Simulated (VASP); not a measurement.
# Cu3O2 (I4/mmm) in VASP: notebook

The runs below take Cu3O2 through single point, relaxation of cell and atoms, with PBEsol.

All numbers are computed with VASP 6.6.1; they aren't measurements. Logs are shortened: lines on timing, memory, paths and dates and some standing lists are left out, and cuts for length are marked.

### Step 1. The cell of the first run

The structure is tetragonal, space group I4/mmm (No. 139). Conventional cell: a = 4.125 Å, b = 4.125 Å, c = 7.491 Å, α = 90.00°, β = 90.00°, γ = 90.00°. Cu (site symmetry 4/mmm) has 4 O at 2.06 Å within 2.7 Å. Cu (site symmetry -4m2) has 2 O at 1.87 Å within 2.5 Å. O (site symmetry mmm) has 4 Cu at 1.87 to 2.06 Å within 2.5 Å.

### Step 2. Single point, PBEsol (volume scaled by 1.06)

Contents of INCAR:

```
SYSTEM = Cu3O2
PREC     = Accurate       ! precision mode
ENCUT    = 520            ! plane-wave cutoff, eV
EDIFF    = 1E-6           ! SCF threshold, eV
ISMEAR   = -1             ! smearing method
SIGMA    = 0.05           ! smearing width, eV
LREAL    = .False.        ! projectors in reciprocal space
LASPH    = .True.         ! aspherical terms in the spheres
NELM     = 100            ! most SCF steps
ALGO     = Normal         ! electronic algorithm
ISIF     = 2              ! what is computed and relaxed
LWAVE    = .False.        ! write WAVECAR
LCHARG   = .False.        ! write CHGCAR
GGA      = PS             ! functional
NBANDS   = 30             ! bands
```

Contents of KPOINTS:

```
Automatic mesh
0
Gamma
  9 9 9
  0 0 0
```

Contents of POSCAR:

```
Cu3O2
1.0
   -2.0626583867      2.0626583867      3.7456669979
    2.0626583867     -2.0626583867      3.7456669979
    2.0626583867      2.0626583867     -3.7456669979
Cu O
3 2
Direct
    0.0000000000      0.0000000000      0.0000000000
    0.7500000000      0.2500000000      0.5000000000
    0.2500000000      0.7500000000      0.5000000000
    0.5000000000      0.0000000000      0.5000000000
    0.0000000000      0.5000000000      0.5000000000
```

Potentials or basis: VASP PAW PBE potentials, release 64 (Cu, O).

Started as:

```
$ cat potpaw_PBE.64/Cu/POTCAR potpaw_PBE.64/O/POTCAR > POTCAR
$ mpirun -np 1 vasp_std > vasp.out
```

OUTCAR:

```text
SYSTEM = Cu3O2
   PREC = Accurate
   ENCUT = 520
   EDIFF = 1E-6
   ISMEAR = -1
   LREAL = .False.
   LASPH = .True.
   NELM = 100
   ISIF = 2
   GGA = PS

 ion  position               nearest neighbor table
   1  0.000  0.000  0.000-   4 2.06   5 2.06   5 2.06   4 2.06   2 2.79   3 2.79   2 2.79   3 2.79
                             2 2.79   2 2.79   3 2.79   3 2.79
   2  0.750  0.250  0.500-   4 1.87   5 1.87   1 2.79   1 2.79   1 2.79   1 2.79
   3  0.250  0.750  0.500-   4 1.87   5 1.87   1 2.79   1 2.79   1 2.79   1 2.79
   4  0.500  0.000  0.500-   2 1.87   3 1.87   1 2.06   1 2.06
   5  0.000  0.500  0.500-   2 1.87   3 1.87   1 2.06   1 2.06

  LATTYP: Found a body centered tetragonal cell.
 ALAT       =     4.1253167734
 C/A-ratio  =     1.8159415161

  Lattice vectors:

 A1 = (  -2.0626583867,   2.0626583867,   3.7456669979)
 A2 = (   2.0626583867,  -2.0626583867,   3.7456669979)
 A3 = (   2.0626583867,   2.0626583867,  -3.7456669979)

Analysis of symmetry for initial positions (statically):
=====================================================================
 Subroutine PRICEL returns:
 Original cell was already a primitive cell.

 Routine SETGRP: Setting up the symmetry group for a
 body centered tetragonal supercell.

 Subroutine GETGRP returns: Found 16 space group operations
 (whereof 16 operations were pure point group operations)
 out of a pool of 16 trial point group operations.

The static configuration has the point symmetry D_4h.

Analysis of symmetry for dynamics (positions and initial velocities):
=====================================================================
 Subroutine PRICEL returns:
 Original cell was already a primitive cell.

 Routine SETGRP: Setting up the symmetry group for a
 body centered tetragonal supercell.

 Subroutine GETGRP returns: Found 16 space group operations
 (whereof 16 operations were pure point group operations)
 out of a pool of 16 trial point group operations.

The dynamic configuration has the point symmetry D_4h.

 Subroutine INISYM returns: Found 16 space group operations
 (whereof 16 operations are pure point group operations),
 and found     1 'primitive' translations

----------------------------------------------------------------------------------------

                                     Primitive cell

  volume of cell :      63.7447

  direct lattice vectors                    reciprocal lattice vectors
    -2.062658387  2.062658387  3.745666998     0.000000000  0.242405627  0.133487574
     2.062658387 -2.062658387  3.745666998     0.242405627  0.000000000  0.133487574
     2.062658387  2.062658387 -3.745666998     0.242405627  0.242405627  0.000000000

  length of vectors
     4.747540468  4.747540468  4.747540468     0.276729869  0.276729869  0.342813326

  position of ions in fractional coordinates (direct lattice)
     0.000000000  0.000000000  0.000000000
     0.750000000  0.250000000  0.500000000
     0.250000000  0.750000000  0.500000000
     0.500000000  0.000000000  0.500000000
     0.000000000  0.500000000  0.500000000

  ion indices of the primitive-cell ions
   primitive index   ion index
                 1           1
                 2           2
                 3           3
                 4           4
                 5           5

----------------------------------------------------------------------------------------

 KPOINTS: Automatic mesh

Automatic generation of k-mesh.
 Grid dimensions read from file:
 generate k-points for:    9    9    9

 Generating k-lattice:

  Cartesian coordinates                     Fractional coordinates (reciprocal lattice)
     0.000000000  0.026933959  0.014831953     0.111111111 -0.000000000  0.000000000
     0.026933959  0.000000000  0.014831953    -0.000000000  0.111111111  0.000000000
     0.026933959  0.026933959  0.000000000     0.000000000  0.000000000  0.111111111

  Length of vectors
     0.030747763  0.030747763  0.038090370

  Shift w.r.t. Gamma in fractional coordinates (k-lattice)
     0.000000000  0.000000000  0.000000000

 Subroutine IBZKPT returns following result:
 ===========================================

 Found     75 irreducible k-points:

 Following reciprocal coordinates:
            Coordinates               Weight
  0.000000  0.000000  0.000000      1.000000
  0.111111 -0.000000  0.000000      8.000000
  0.222222  0.000000 -0.000000      8.000000
  0.333333  0.000000  0.000000      8.000000
  0.444444  0.000000 -0.000000      8.000000
  0.111111  0.111111  0.000000      8.000000
[... 16 lines left out ...]
 -0.333333  0.333333  0.000000      4.000000
  0.444444  0.444444  0.000000      8.000000
 [... further k-points ...]
   k-points           NKPTS =     75   k-points in BZ     NKDIM =     75   number of bands    NBANDS=     30
   number of dos      NEDOS =    301   number of ions     NIONS =      5
   total plane-waves  NPLWV =  46656
   dimension x,y,z NGX =    36 NGY =   36 NGZ =   36
   dimension x,y,z NGXF=    72 NGYF=   72 NGZF=   72
   ions per type =               3   2
   NGX,Y,Z   is equivalent  to a cutoff of  12.61, 12.61, 12.61 a.u.
   NGXF,Y,Z  is equivalent  to a cutoff of  25.21, 25.21, 25.21 a.u.
 SYSTEM =  Cu3O2
   PREC   = accura    normal or accurate (medium, high low for compatibility)
   ISTART =      0    job   : 0-new  1-cont  2-samecut
   ICHARG =      2    charge: 1-file 2-atom 10-const
   ISPIN  =      1    spin polarized calculation?
   LNONCOLLINEAR =      F non collinear calculations
   LSORBIT =      F    spin-orbit coupling
   LASPH  =      T    aspherical Exc in radial PAW
   ENCUT  =  520.0 eV  38.22 Ry    6.18 a.u.   8.83  8.83  8.83*2*pi/ulx,y,z
   NELM   =    100;   NELMIN=  2; NELMDL= -5     # of ELM steps
   EDIFF  = 0.1E-05   stopping-criterion for ELM
   LREAL  =      F    real-space projection
   EDIFFG = 0.1E-04   stopping-criterion for IOM
   NSW    =      0    number of steps for IOM
   IBRION =     -1    ionic relax: 0-MD 1-quasi-New 2-CG
   NFREE  =      0    steps in history (QN), initial steepest desc. (CG)
   ISIF   =      2    stress and relaxation
   ISYM   =      2    0-nonsym 1-usesym 2-fastsym
   POTIM  = 0.5000    time-step for ionic-motion
   TEBEG  =    0.0;   TEEND  =   0.0 temperature during run
   PSTRESS=    0.0 pullay stress
   NELECT =      45.0000    total number of electrons
   NUPDOWN=      -1.0000    fix difference up-down
   EMIN   =  10.00;   EMAX   =-10.00  energy-range for DOS
   EFERMI =   0.00;   METHOD = LEGACY
   ISMEAR =    -1;   SIGMA  =   0.05  broadening in eV -4-tet -1-fermi 0-gaus
   EFERMI_NEDOS =   21; number of points for ismear=-14 and -15
   IALGO  =     38    algorithm
   IMIX   =      4    mixing-type and parameters
     AMIX     =   0.40;   BMIX     =  1.00
     AMIX_MAG =   1.60;   BMIX_MAG =  1.00
  volume/ion in A,a.u.               =      12.75        86.03
  Fermi-wavevector in a.u.,A,eV,Ry     =   1.457687  2.754630 28.910376  2.124853
  Thomas-Fermi vector in A             =   2.574460
   LORBIT       =      0    0 simple, 1 ext, 2 COOP (PROOUT), +10 PAW based schemes
   GGA     = PS    functional components
   LHFCALC =     F    Hartree Fock is set to
   AEXX    =    0.0000 exact exchange contribution
   IVDW    =     0    specifies the selected vdW correction
   LEPSILON=     F    determine dielectric tensor
   LRPA    =     F    only Hartree local field effects (RPA)
 non-spin polarized calculation
  energy-cutoff  :      520.00
  volume of cell :       63.74
 maximum number of plane-waves:      1758
   NGX = 17   NGY = 17   NGZ = 17

 number of electron      44.9999982 magnetization

 Free energy of the ion-electron system (eV)
  ---------------------------------------------------
  ext. energy  EPLUGINS =         0.00000000
  ---------------------------------------------------
  free energy    TOTEN  =       -24.75867519 eV

  energy without entropy =      -24.74067201  energy(sigma->0) =      -24.74967360

 E-fermi :   3.5527     XC(G=0): -11.1009

 val. band max:        3.5448794060   @ k =  -0.3333   0.4444   0.2222
 cond. band min:       3.5746291348   @ k =  -0.3333  -0.3333   0.1111
 fundamental gap:      0.0297497288
 Fermi energy:         3.5526773495

 k-point     1 :       0.0000    0.0000    0.0000
  band No.  band energies     occupation
      1     -15.0520      2.00000
      2     -13.9535      2.00000
      3      -2.6019      2.00000
      4      -1.5883      2.00000
      5      -1.5883      2.00000
      6      -1.1244      2.00000
[... 22 lines left out ...]
     29      14.2392      0.00000
     30      14.4974      0.00000

 k-point     2 :       0.1111   -0.0000    0.0000
  band No.  band energies     occupation
      1     -15.0136      2.00000
      2     -13.9794      2.00000
      3      -2.5838      2.00000
      4      -1.6982      2.00000
      5      -1.5461      2.00000
      6      -1.2638      2.00000
[... 22 lines left out ...]
     29      13.8730      0.00000
     30      15.1281      0.00000

 k-point     3 :       0.2222    0.0000   -0.0000
  band No.  band energies     occupation
      1     -14.9042      2.00000
      2     -14.0562      2.00000
      3      -2.5291      2.00000
      4      -1.9671      2.00000
      5      -1.5266      2.00000
      6      -1.4238      2.00000
[... 22 lines left out ...]
     29      13.8563      0.00000
     30      14.5007      0.00000

 k-point     4 :       0.3333    0.0000    0.0000
  band No.  band energies     occupation
      1     -14.7425      2.00000
      2     -14.1804      2.00000
      3      -2.4389      2.00000
      4      -2.2545      2.00000
      5      -1.8019      2.00000
      6      -1.2394      2.00000
[... 616 lines left out ...]
     29      13.6318      0.00000
     30      13.9948      0.00000

 k-point    23 :      -0.3333    0.3333    0.0000
  band No.  band energies     occupation
      1     -14.6639      2.00000
      2     -14.1427      2.00000
      3      -3.0172      2.00000
      4      -2.8357      2.00000
      5      -1.5906      2.00000
      6      -1.1364      2.00000
[... 22 lines left out ...]
     29      13.5611      0.00000
     30      13.6386      0.00000

 k-point    24 :       0.4444    0.4444    0.0000
  band No.  band energies     occupation
      1     -14.5055      2.00000
      2     -14.2301      2.00000
      3      -3.1895      2.00000
      4      -3.1154      2.00000
      5      -1.6457      2.00000
      6      -1.4215      2.00000
[... 22 lines left out ...]
     29      13.7425      0.00000
     30      14.1300      0.00000

 [... further k-points ...]

------------------------ aborting loop because EDIFF is reached ----------------------------------------

  FORCE on cell =-STRESS in cart. coord.  units (eV):
  Direction    XX          YY          ZZ          XY          YZ          ZX
  --------------------------------------------------------------------------------------
  -------------------------------------------------------------------------------------
  Total       -3.4133509     -3.4133509     -7.1073896      0.0000000      0.0000000      0.0000000
  in kB      -85.7921896    -85.7921896   -178.6392698      0.0000000      0.0000000      0.0000000
  external PRESSURE =    -116.7412164 kB  Pullay stress =       0.0000000 kB

 VOLUME and BASIS-vectors are now :
 -----------------------------------------------------------------------------
  energy-cutoff  :      520.00
  volume of cell :       63.74
      direct lattice vectors                 reciprocal lattice vectors
    -2.062658387  2.062658387  3.745666998     0.000000000  0.242405627  0.133487574
     2.062658387 -2.062658387  3.745666998     0.242405627  0.000000000  0.133487574
     2.062658387  2.062658387 -3.745666998     0.242405627  0.242405627  0.000000000

 POSITION                                       TOTAL-FORCE (eV/Angst)
 -----------------------------------------------------------------------------------
      0.00000      0.00000      0.00000        -0.000000      0.000000     -0.000000
      0.00000      2.06266      1.87283         0.000000     -0.000000      0.000000
      2.06266      0.00000      1.87283         0.000000      0.000000      0.000000
      0.00000      2.06266      0.00000        -0.000000      0.000000     -0.000000
      2.06266      0.00000      0.00000        -0.000000      0.000000     -0.000000
 -----------------------------------------------------------------------------------
    total drift:                                0.000000      0.000000      0.000000

  FREE ENERGIE OF THE ION-ELECTRON SYSTEM (eV)
  ---------------------------------------------------
  free  energy   TOTEN  =       -24.7586751903 eV

  energy  without entropy=      -24.7406720106  energy(sigma->0) =      -24.74967360
```

It took 3.3 min on 1 thread of Intel Xeon Platinum 8259CL at 2.50GHz (Skylake/Cascade Lake), shared host; peak memory 0.27 GiB.

Results:

```yaml
Free_energy: -24.7587 eV
Pressure: -11.7 GPa
```

Stress tensor (GPa, compression positive):
```
 -8.58   0.00   0.00
  0.00  -8.58   0.00
  0.00   0.00 -17.86
```

Caveat: the PAW data sets were made with another functional, which shifts forces and pressure a little; an odd number of electrons without spin polarisation forces a metal; a magnetic or distorted state may lie lower.

(Continued in part 2 of 2.)
